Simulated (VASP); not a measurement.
**TiAl3: single point with PBEsol**

TiAl3:

```
Ti Al
1.0
    -1.90777    1.90777    4.27700
     1.90777   -1.90777    4.27700
     1.90777    1.90777   -4.27700
Ti Al
1 3
Direct
  0.00390 0.00390 0.00000
  0.49299 0.49299 0.00000
  0.75005 0.25005 0.50000
  0.25005 0.75005 0.50000
```

This cell differs from its parent crystal: atoms displaced along a vibrational mode.

```
Program                : VASP 6.6.1
Task                   : single point
Functional             : PBEsol
Potentials or basis    : VASP PAW PBE potentials, release 64 (Ti_sv, Al)
Cutoff                 : 520 eV
k mesh                 : 18 × 18 × 18
Occupations            : gaussian, width 0.15 eV
Spin                   : no spin polarisation
Dipole correction      : no
Further INCAR settings : ALGO = Fast; EDIFF = 1e-06; NBANDS = 18
```

```json
{
  "Pressure": "0.2 GPa",
  "Largest force": "0.248 eV/Å",
  "Band gap on the k mesh": "zero (an odd number of electrons rules out a gap without spin polarisation)"
}
```

Forces in eV/Å, atoms in the order of the input:
```
Ti   0.000  0.000 -0.243
Al   0.000  0.000  0.248
Al   0.000  0.000 -0.003
Al   0.000  0.000 -0.003
```

Stress tensor (GPa, compression positive):
```
0.20 0.00 0.00
0.00 0.20 0.00
0.00 0.00 0.09
```

Levels at points of the mesh, in eV from the Fermi level:
```
           k point  band 7  band 8  band 9  band 10  band 11  band 12  band 13  band 14  band 15  band 16
(0.00, 0.00, 0.00)   -2.63   -1.43   -1.24    -1.24     0.85     1.78     1.78     2.22     2.51     3.84
(0.50, 0.00, 0.00)   -3.63   -2.95   -1.06    -0.27     0.50     1.82     2.10     2.73     3.19     4.54
(0.50, 0.50, 0.00)   -4.40   -3.78   -2.70    -2.21    -1.00     1.79     1.96     2.68     2.89     3.24
(0.50, 0.50, 0.50)   -2.02   -0.91   -0.91    -0.25     0.70     0.70     0.97     3.07     4.81     6.16
```

Run time: 28 min on 1 thread of Intel(R) Xeon(R) Platinum 8375C CPU @ 2.90GHz (Ice Lake), with other jobs on the host, peak memory 0.64 GiB.

Caveat: the cell differs from its parent crystal (atoms displaced along a vibrational mode); the PAW data sets were made with another functional, which shifts forces and pressure a little.
